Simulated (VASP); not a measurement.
# Ca8H12Br5 in VASP: further runs

Ca8H12Br5 is run at these levels: PBEsol; tasks: single point.

Everything below comes from runs of VASP 6.6.1. Logs are shortened: lines on timing, memory, paths and dates and some standing lists are left out, and cuts for length are marked.

### 1 The cell of the first run

The cell holds a slab with vacuum, 25 atoms: a = 7.806 Å, b = 7.806 Å, c = 18.829 Å, α = 90.00°, β = 90.00°, γ = 120.00°.

### 2 Single point, PBEsol, collinear spin

INCAR reads:

```
SYSTEM = Ca8H12Br5
PREC = Accurate ; ENCUT = 520
EDIFF = 1E-6 ; ISMEAR = -1
SIGMA = 0.05 ; LREAL = Auto
LASPH = .True. ; NELM = 150
ALGO = Normal ; ISIF = 2
LWAVE = .False. ; LCHARG = .False.
ISPIN = 2 ; MAGMOM = 0 0 0 0 0 0 0 0 0 -0.06 -0.12 0 -0.06 -0.13 0 -0.06 -0.12 0 0 -0.12 0 0 0 0 0
LORBIT = 11 ; GGA = PS
NBANDS = 86
```

KPOINTS reads:

```
regular mesh
0
Gamma
  1 1 1
  0 0 0
```

POSCAR reads:

```
Ca8H12Br5
1.0
    7.8058800000      0.0000000000      0.0000000000
   -3.9029400000      6.7600900000      0.0000000000
    0.0000000000      0.0000000000     18.8287650000
Ca H Br
8 12 5
Direct
    0.3333385326      0.1666693787      0.1207248590
    0.2004793257      0.3576579602      0.3652655923
    0.3333313610      0.6666627219      0.1207248590
    0.1695931751      0.8552844711      0.3692169933
    0.8333334082      0.1666693787      0.1207248590
    0.6941969967      0.3619626366      0.3601192112
    0.8333262366      0.6666627219      0.1207248590
    0.6952453377      0.8422373075      0.3316468180
    0.3910016676      0.1972902728      0.4011946615
    0.1666693787      0.3333387573      0.1075375894
    0.0000000000      0.0000000000      0.0531102279
    0.3798128649      0.6873725054      0.3543992397
    0.1666622070      0.8333321006      0.1075375894
   -0.0000071716      0.4999933433      0.0531102279
    0.8605806818      0.1481932933      0.3646866908
    0.6666642543      0.3333387573      0.1075375894
    0.4999948757      0.0000000000      0.0531102279
    0.8634796580      0.7002717419      0.3583453296
    0.6666698936      0.8333321006      0.1075375894
    0.5000005149      0.4999933433      0.0531102279
    0.0567872694      0.0564637453      0.2470900242
   -0.0161011673      0.5249930104      0.2365741991
    0.4666548935     -0.0072632169      0.2451143237
    0.5128674034      0.5062802418      0.2506006103
    1.0373001397      0.5173895614      0.4628025258
```

Potentials or basis: VASP PAW PBE potentials, release 64 (Ca_sv, H, Br).

Run with:

```console
cat potpaw_PBE.64/Ca_sv/POTCAR potpaw_PBE.64/H/POTCAR potpaw_PBE.64/Br/POTCAR > POTCAR
mpirun -np 1 vasp_gam > vasp.out
```

OUTCAR:

```text
SYSTEM = Ca8H12Br5
   PREC = Accurate
   ENCUT = 520
   EDIFF = 1E-6
   ISMEAR = -1
   LREAL = Auto
   LASPH = .True.
   NELM = 150
   ISIF = 2
   ISPIN = 2
   LORBIT = 11
   GGA = PS

 ion  position               nearest neighbor table
   1  0.333  0.167  0.121-
   2  0.200  0.358  0.365-  25 2.85
   3  0.333  0.667  0.121-
   4  0.170  0.855  0.369-  25 2.90
   5  0.833  0.167  0.121-
   6  0.694  0.362  0.360-
   7  0.833  0.667  0.121-  22 2.94
   8  0.695  0.842  0.332-  24 2.74  21 2.93
   9  0.391  0.197  0.401-
  10  0.167  0.333  0.108-
  11  0.000  0.000  0.053-
  12  0.380  0.687  0.354-
  13  0.167  0.833  0.108-
  14  1.000  0.500  0.053-
  15  0.861  0.148  0.365-
  16  0.667  0.333  0.108-
  17  0.500  0.000  0.053-
  18  0.863  0.700  0.358-
  19  0.667  0.833  0.108-
  20  0.500  0.500  0.053-
  21  0.057  0.056  0.247-   8 2.93
  22  0.984  0.525  0.237-   7 2.94
  23  0.467  0.993  0.245-
  24  0.513  0.506  0.251-   8 2.74
  25  0.037  0.517  0.463-   2 2.85   4 2.90

  LATTYP: Found a hexagonal cell.
 ALAT       =     7.8058800000
 C/A-ratio  =     2.4121258590

  Lattice vectors:

 A1 = (   7.8058800000,   0.0000000000,   0.0000000000)
 A2 = (  -3.9029400000,   6.7600900000,   0.0000000000)
 A3 = (   0.0000000000,   0.0000000000,  18.8287650000)

Analysis of symmetry for initial positions (statically):
=====================================================================
 Subroutine PRICEL returns:
 Original cell was already a primitive cell.

 Routine SETGRP: Setting up the symmetry group for a
 hexagonal supercell.

 Subroutine GETGRP returns: Found  1 space group operations
 (whereof  1 operations were pure point group operations)
 out of a pool of 24 trial point group operations.

The static configuration has the point symmetry C_1 .

Analysis of symmetry for dynamics (positions and initial velocities):
=====================================================================
 Subroutine PRICEL returns:
 Original cell was already a primitive cell.

 Routine SETGRP: Setting up the symmetry group for a
 hexagonal supercell.

 Subroutine GETGRP returns: Found  1 space group operations
 (whereof  1 operations were pure point group operations)
 out of a pool of 24 trial point group operations.

The dynamic configuration has the point symmetry C_1 .

Analysis of structural, dynamic, and magnetic symmetry:
=====================================================================
 Subroutine PRICEL returns:
 Original cell was already a primitive cell.

 Routine SETGRP: Setting up the symmetry group for a
 hexagonal supercell.

 Subroutine GETGRP returns: Found  1 space group operations
 (whereof  1 operations were pure point group operations)
 out of a pool of 24 trial point group operations.

The overall configuration has the point symmetry C_1 .

 Subroutine INISYM returns: Found  1 space group operations
 (whereof  1 operations are pure point group operations),
 and found     1 'primitive' translations

----------------------------------------------------------------------------------------

                                     Primitive cell

  volume of cell :     993.5648

  direct lattice vectors                    reciprocal lattice vectors
     7.805880000  0.000000000  0.000000000     0.128108554  0.073963512  0.000000000
    -3.902940000  6.760090000  0.000000000     0.000000000  0.147927025  0.000000000
     0.000000000  0.000000000 18.828765000     0.000000000  0.000000000  0.053110228

  length of vectors
     7.805880000  7.805879672 18.828765000     0.147927018  0.147927025  0.053110228

  position of ions in fractional coordinates (direct lattice)
     0.333338533  0.166669379  0.120724859
     0.200479326  0.357657960  0.365265592
     0.333331361  0.666662722  0.120724859
     0.169593175  0.855284471  0.369216993
     0.833333408  0.166669379  0.120724859
     0.694196997  0.361962637  0.360119211
[... 17 lines left out ...]
     0.512867403  0.506280242  0.250600610
     0.037300140  0.517389561  0.462802526

[... 52 lines left out ...]
  ---------------------------------------------------
  free energy    TOTEN  =       -82.70910007 eV

  energy without entropy =      -82.64665388  energy(sigma->0) =      -82.67787698

 E-fermi :  -0.7982     XC(G=0):  -4.5080

 val. band max:       -0.8462709326   @ k =   0.0000   0.0000   0.0000
 cond. band min:      -0.7467264966   @ k =   0.0000   0.0000   0.0000
 fundamental gap:      0.0995444360
 Fermi energy:        -0.7982438764

 spin component 1

 k-point     1 :       0.0000    0.0000    0.0000
  band No.  band energies     occupation
      1     -43.3510      1.00000
      2     -43.3414      1.00000
      3     -43.1083      1.00000
      4     -42.6162      1.00000
      5     -41.3990      1.00000
      6     -41.3608      1.00000
[... 67 lines left out ...]
     74       1.2277      0.00000
     75       1.3281      0.00000
 Fermi energy:        -0.7982438764

 spin component 2

 k-point     1 :       0.0000    0.0000    0.0000
  band No.  band energies     occupation
      1     -43.3658      1.00000
      2     -43.3547      1.00000
      3     -43.1321      1.00000
      4     -42.6326      1.00000
      5     -41.4014      1.00000
      6     -41.3633      1.00000
[... 67 lines left out ...]
     74       1.2031      0.00000
     75       1.3015      0.00000
 [bands above 75 left out]

------------------------ aborting loop because EDIFF is reached ----------------------------------------

  FORCE on cell =-STRESS in cart. coord.  units (eV):
  Direction    XX          YY          ZZ          XY          YZ          ZX
  --------------------------------------------------------------------------------------
  -------------------------------------------------------------------------------------
  Total       -5.0739734     -4.6846458     -8.4368458      0.7344703      0.0191861     -1.6434733
  in kB       -8.1820587     -7.5542466    -13.6048735      1.1843734      0.0309387     -2.6501903
  external PRESSURE =      -9.7803929 kB  Pullay stress =       0.0000000 kB

 VOLUME and BASIS-vectors are now :
 -----------------------------------------------------------------------------
  energy-cutoff  :      520.00
  volume of cell :      993.56
      direct lattice vectors                 reciprocal lattice vectors
     7.805880000  0.000000000  0.000000000     0.128108554  0.073963512  0.000000000
    -3.902940000  6.760090000  0.000000000     0.000000000  0.147927025  0.000000000
     0.000000000  0.000000000 18.828765000     0.000000000  0.000000000  0.053110228

 POSITION                                       TOTAL-FORCE (eV/Angst)
 -----------------------------------------------------------------------------------
      1.95150      1.12670      2.27310         0.089470     -0.003696     -1.147691
      0.16900      2.41780      6.87750        -0.373725      0.077066     -0.576200
      0.00000      4.50670      2.27310        -0.193088      0.013783     -1.002769
     -2.01430      5.78180      6.95190         1.007307     -0.244778     -0.775729
      5.85440      1.12670      2.27310        -0.067141      0.205549     -0.995653
      4.00610      2.44690      6.78060         0.899783     -0.018546     -0.662047
[... 17 lines left out ...]
      2.02740      3.42250      4.71850         0.127525     -0.521714     -0.003275
     -1.72818      3.49760      8.71400        -0.300442      0.071445      0.001093
 -----------------------------------------------------------------------------------
    total drift:                               -0.001130     -0.000460     -0.009048

  FREE ENERGIE OF THE ION-ELECTRON SYSTEM (eV)
  ---------------------------------------------------
  free  energy   TOTEN  =       -82.7091000689 eV

  energy  without entropy=      -82.6466538812  energy(sigma->0) =      -82.67787698

 total charge

# of ion       s       p       d       tot
------------------------------------------
    1        2.029   5.846   0.227   8.102
    2        2.026   5.844   0.237   8.107
    3        2.029   5.843   0.219   8.092
    4        2.030   5.842   0.224   8.096
    5        2.030   5.842   0.218   8.089
    6        2.028   5.843   0.216   8.087
[... 17 lines left out ...]
   24        1.595   3.313   0.010   4.918
   25        1.598   3.272   0.007   4.877
--------------------------------------------------
tot         30.112  63.250   1.881  95.244

 magnetization (x)

# of ion       s       p       d       tot
------------------------------------------
    1        0.001  -0.000  -0.004  -0.004
    2       -0.000  -0.002  -0.023  -0.026
    3        0.001  -0.001  -0.002  -0.002
    4       -0.004  -0.001  -0.012  -0.017
    5        0.001  -0.001  -0.002  -0.002
    6       -0.003  -0.001  -0.011  -0.015
[... 17 lines left out ...]
   24       -0.001  -0.001  -0.001  -0.003
   25        0.000   0.001  -0.000   0.001
--------------------------------------------------
tot         -0.256  -0.013  -0.075  -0.344
```

Wall time 12 min (1 thread of Intel Xeon Platinum 8375C at 2.90GHz (Ice Lake), shared host); peak memory 1.3 GiB.

Results:

```
Free energy                                           : -82.7091 eV
Largest force                                         : 1.295 eV/Å
Band gap on the k mesh                                : 0.10 eV
Net moment                                            : -0.98 μB per cell
Site moments                                          : Ca -0.00, -0.03, -0.02, -0.01; H +0.00, -0.02, -0.04; Br -0.00, +0.00 μB
Valence electrons inside the program's atomic spheres : Ca 8.10, 8.11, 8.09, 8.17; H 0.52, 0.50, 0.45, 0.53, 0.55; Br 4.90, 4.89, 4.92, 4.88
```

Forces in eV/Å, atoms in the order of the input:
```
Ca   0.089 -0.004 -1.148
Ca  -0.374  0.077 -0.576
Ca  -0.193  0.014 -1.003
Ca   1.007 -0.245 -0.776
Ca  -0.067  0.206 -0.996
Ca   0.900 -0.019 -0.662
Ca   0.099 -0.041 -1.181
Ca  -0.386  0.549 -0.438
H   -0.501 -0.126 -0.072
H   -0.009  0.043  0.101
H    0.000  0.011  0.972
H   -0.247  0.006  0.483
H   -0.009  0.014 -0.009
H   -0.002 -0.002  0.903
H   -0.258  0.318  0.242
H   -0.007 -0.013  0.045
H    0.009 -0.012  0.951
H   -0.402 -0.214  0.350
H    0.011  0.024  0.317
H   -0.003  0.008  0.976
Br  -0.068 -0.087  0.431
Br   0.236 -0.262  0.612
Br   0.346  0.204  0.481
Br   0.128 -0.522 -0.003
Br  -0.300  0.071  0.001
```

Levels at points of the mesh, in eV from the valence-band top:
Spin up:
| k point | band 60 | band 61 | band 62 | band 63 | band 64 | band 65 | band 66 | band 67 |
| --- | --- | --- | --- | --- | --- | --- | --- | --- |
| (0.00, 0.00, 0.00) | -2.31 | -1.39 | -1.38 | -1.32 | 0.28 | 0.41 | 0.49 | 0.81 |
Spin down:
| k point | band 62 | band 63 | band 64 | band 65 | band 66 | band 67 |
| --- | --- | --- | --- | --- | --- | --- |
| (0.00, 0.00, 0.00) | -1.61 | -1.56 | 0.00 | 0.10 | 0.35 | 0.77 |

Caveat: the k points lie up to 0.93 Å⁻¹ apart; the PAW data sets were made with another functional, which shifts forces and pressure a little.

### 3 Single point, PBEsol, collinear spin

INCAR reads:

```
SYSTEM = Ca8H12Br5
PREC = Accurate
ENCUT = 520
EDIFF = 1E-7
ISMEAR = -1
SIGMA = 0.05
LREAL = Auto
LASPH = .TRUE.
NELM = 150
ALGO = Normal
ISIF = 2
LWAVE = .FALSE.
LCHARG = .FALSE.
ISPIN = 2
MAGMOM = 0 0 0 0 0 0 0 0 0 -0.06 -0.12 0 -0.06 -0.13 0 -0.06 -0.12 0 0 -0.12 0 0 0 0 0
LORBIT = 11
GGA = PS
NBANDS = 86
```

KPOINTS reads:

```
regular mesh
0
G
  1 1 1
  0 0 0
```

POSCAR reads:

```
Ca8H12Br5
1.0
    7.8058800000      0.0000000000      0.0000000000
   -3.9029400000      6.7600900000      0.0000000000
    0.0000000000      0.0000000000     18.8287650000
Ca H Br
8 12 5
Direct
    0.3333385326      0.1666693787      0.1207248590
    0.2240038253      0.3851575941      0.3677086628
    0.3333313610      0.6666627219      0.1207248590
    0.1998615680      0.8667044374      0.3736782524
    0.8333334082      0.1666693787      0.1207248590
    0.7296829168      0.3762080091      0.3592960027
    0.8333262366      0.6666627219      0.1207248590
    0.7158362763      0.8793965761      0.3338774476
    0.4206327318      0.2054114664      0.3915179779
    0.1666693787      0.3333387573      0.1075375894
    0.0000000000      0.0000000000      0.0531102279
    0.4254615139      0.7223276613      0.3815544992
    0.1666622070      0.8333321006      0.1075375894
   -0.0000071716      0.4999933433      0.0531102279
    0.8849613600      0.1991837387      0.3601882545
    0.6666642543      0.3333387573      0.1075375894
    0.4999948757      0.0000000000      0.0531102279
    0.8756225748      0.7527414576      0.3960589024
    0.6666698936      0.8333321006      0.1075375894
    0.5000005149      0.4999933433      0.0531102279
    0.0823610997      0.0935194650      0.2495862049
   -0.0281411780      0.5429069731      0.2314490621
    0.4574857886     -0.0258576439      0.2452205442
    0.5371746634      0.5279663436      0.2528259288
    1.0709093407      0.5318272390      0.4692235524
```

Potentials or basis: VASP PAW PBE potentials, release 64 (Ca_sv, H, Br).

Run with:

```console
cat potpaw_PBE.64/Ca_sv/POTCAR potpaw_PBE.64/H/POTCAR potpaw_PBE.64/Br/POTCAR > POTCAR
mpirun -np 1 vasp_gam > vasp.out
```

Run time: 11 min. Hardware: 1 thread of Intel Xeon Platinum 8375C at 2.90GHz (Ice Lake), shared host; peak memory 1.4 GiB.

The run converged. Its results:

- Free energy: -82.5615 eV
- Largest force: 1.701 eV/Å
- Band gap on the k mesh: 0.17 eV
- Net moment: -0.77 μB per cell
- Site moments: Ca -0.00, +0.00; H -0.00, -0.02, -0.05, -0.03, -0.04; Br -0.00 μB
- Valence electrons inside the program's atomic spheres: Ca 8.10, 8.09, 8.08, 8.12, 8.14; H 0.52, 0.50, 0.45, 0.53, 0.54, 0.51; Br 4.90, 4.91, 4.89, 4.88

Forces in eV/Å, atoms in the order of the input:
```
Ca   0.106 -0.014 -1.224
Ca   0.126  0.001 -0.485
Ca  -0.153  0.038 -1.101
Ca   0.399 -0.045 -0.468
Ca  -0.058  0.179 -1.113
Ca   0.214  0.335 -0.226
Ca  -0.220  0.124 -1.682
Ca   0.092  0.187 -0.278
H   -0.496 -0.116  0.121
H   -0.017  0.062  0.152
H   -0.002  0.033  0.964
H   -0.283 -0.057 -0.083
H   -0.005  0.049  0.006
H   -0.004 -0.004  0.894
H   -0.201  0.041  0.120
H   -0.013 -0.044  0.118
H    0.015 -0.018  0.942
H    0.063 -0.157 -0.371
H    0.012  0.057  0.318
H   -0.014  0.004  0.981
Br  -0.181 -0.237  0.531
Br   0.740 -0.335  1.123
Br   0.435  0.164  0.387
Br  -0.097 -0.182  0.423
Br  -0.456 -0.063 -0.050
```

Levels at points of the mesh, in eV from the valence-band top:
Spin up:
```csv
k point,band 61,band 62,band 63,band 64,band 65,band 66
"(0.00, 0.00, 0.00)",-1.35,-1.34,-1.27,0.17,0.30,0.36
```
Spin down:
| k point | band 62 | band 63 | band 64 | band 65 | band 66 | band 67 |
| --- | --- | --- | --- | --- | --- | --- |
| (0.00, 0.00, 0.00) | -1.59 | -1.53 | 0.00 | 0.18 | 0.36 | 0.85 |

Caveat: the k points lie up to 0.93 Å⁻¹ apart; the PAW data sets were made with another functional, which shifts forces and pressure a little.

### 4 Single point, PBEsol, collinear spin

INCAR reads:

```
SYSTEM = Ca8H12Br5
PREC     = Accurate       ! precision mode
ENCUT    = 520            ! plane-wave cutoff, eV
EDIFF    = 1E-6           ! SCF threshold, eV
ISMEAR   = -1             ! smearing method
SIGMA    = 0.05           ! smearing width, eV
LREAL    = Auto         
LASPH    = .TRUE.         ! aspherical terms in the spheres
NELM     = 150            ! most SCF steps
ALGO     = Normal         ! electronic algorithm
ISIF     = 2              ! what is computed and relaxed
LWAVE    = .FALSE.        ! write WAVECAR
LCHARG   = .FALSE.        ! write CHGCAR
ISPIN    = 2              ! spin polarisation
MAGMOM   = 0 0 0 0 0 0 0 0 0 -0.06 -0.12 0 -0.06 -0.13 0 -0.06 -0.12 0 0 -0.12 0 0 0 0 0 ! initial moments
LORBIT   = 11             ! projections on sites
GGA      = PS             ! functional
NBANDS   = 86             ! bands
```

KPOINTS reads:

```
Automatic mesh
0
G
  1 1 1
  0 0 0
```

POSCAR reads:

```
Ca8H12Br5
1.0
    7.8058800000      0.0000000000      0.0000000000
   -3.9029400000      6.7600900000      0.0000000000
    0.0000000000      0.0000000000     18.8287650000
Ca H Br
8 12 5
Direct
    0.3333385326      0.1666693787      0.1207248590
    0.2431866875      0.4146838282      0.3613248134
    0.3333313610      0.6666627219      0.1207248590
    0.2377657793      0.8689529281      0.3694825444
    0.8333334082      0.1666693787      0.1207248590
    0.7664615879      0.4020064822      0.3554189560
    0.8333262366      0.6666627219      0.1207248590
    0.7355267100      0.9197510684      0.3302606411
    0.4009926835      0.2519641011      0.3921075015
    0.1666693787      0.3333387573      0.1075375894
    0.0000000000      0.0000000000      0.0531102279
    0.4329999126      0.7348422876      0.3848632664
    0.1666622070      0.8333321006      0.1075375894
   -0.0000071716      0.4999933433      0.0531102279
    0.8897041113      0.2225562086      0.3873753802
    0.6666642543      0.3333387573      0.1075375894
    0.4999948757      0.0000000000      0.0531102279
    0.9092730511      0.7548863994      0.3750006971
    0.6666698936      0.8333321006      0.1075375894
    0.5000005149      0.4999933433      0.0531102279
    0.0995204159      0.1245841402      0.2570269479
   -0.0273531525      0.5513240208      0.2355544827
    0.4612562272     -0.0375586716      0.2480247642
    0.5555315882      0.5438241207      0.2586521208
    1.0939952725      0.5458950990      0.4750072562
```

Run with:

```console
cat potpaw_PBE.64/Ca_sv/POTCAR potpaw_PBE.64/H/POTCAR potpaw_PBE.64/Br/POTCAR > POTCAR
mpirun -np 1 vasp_gam > vasp.out
```

Run time: 8.3 min. Hardware: 1 thread of Intel Xeon Platinum 8375C at 2.90GHz (Ice Lake), shared host; peak memory 1.4 GiB.

It converged, with:

```yaml
Free_energy: -82.2469 eV
Largest_force: 1.743 eV/Å
Band_gap_on_the_k_mesh: 0.33 eV
Net_moment: -0.93 μB per cell
Site_moments: Ca -0.00, +0.00; H -0.00, -0.03, -0.06, -0.05, -0.02; Br -0.00, +0.00 μB
Valence_electrons_inside_the_program's_atomic_spheres: Ca 8.10, 8.14, 8.09, 8.11, 8.12, 8.13; H 0.50, 0.51, 0.45, 0.53; Br 4.91, 4.93, 4.92, 4.86
```

Forces in eV/Å, atoms in the order of the input:
```
Ca   0.026  0.031 -1.273
Ca   0.095 -0.074  0.449
Ca  -0.087 -0.040 -1.265
Ca  -0.662  0.212  0.571
Ca   0.007  0.199 -1.324
Ca  -1.087  0.394  0.895
Ca  -0.244  0.064 -1.725
Ca   0.627 -0.616  0.448
H    0.434 -0.359 -0.072
H   -0.019  0.056  0.223
H   -0.011  0.032  0.942
H    0.096  0.330 -0.356
H   -0.006  0.063  0.186
H   -0.005 -0.001  0.900
H    0.055 -0.507 -0.631
H   -0.007 -0.049  0.270
H    0.018 -0.019  0.944
H   -0.114 -0.089 -0.154
H    0.013  0.075  0.409
H   -0.012  0.016  0.951
Br  -0.167 -0.419 -0.067
Br   1.278 -0.191  0.330
Br   0.281  0.556 -0.360
Br  -0.141  0.067  0.123
Br  -0.369  0.271 -0.415
```

Levels at points of the mesh, in eV from the valence-band top:
Spin up:
```csv
k point,band 59,band 60,band 61,band 62,band 63,band 64,band 65,band 66,band 67,band 68
"(0.00, 0.00, 0.00)",-2.36,-2.32,-1.29,-1.28,-1.22,0.33,0.36,0.68,0.86,1.18
```
Spin down:
| k point | band 60 | band 61 | band 62 | band 63 | band 64 | band 65 | band 66 | band 67 | band 68 | band 69 |
| --- | --- | --- | --- | --- | --- | --- | --- | --- | --- | --- |
| (0.00, 0.00, 0.00) | -2.49 | -1.62 | -1.58 | -1.53 | 0.00 | 0.33 | 0.68 | 0.86 | 1.16 | 1.44 |

Caveat: the k points lie up to 0.93 Å⁻¹ apart; the PAW data sets were made with another functional, which shifts forces and pressure a little.
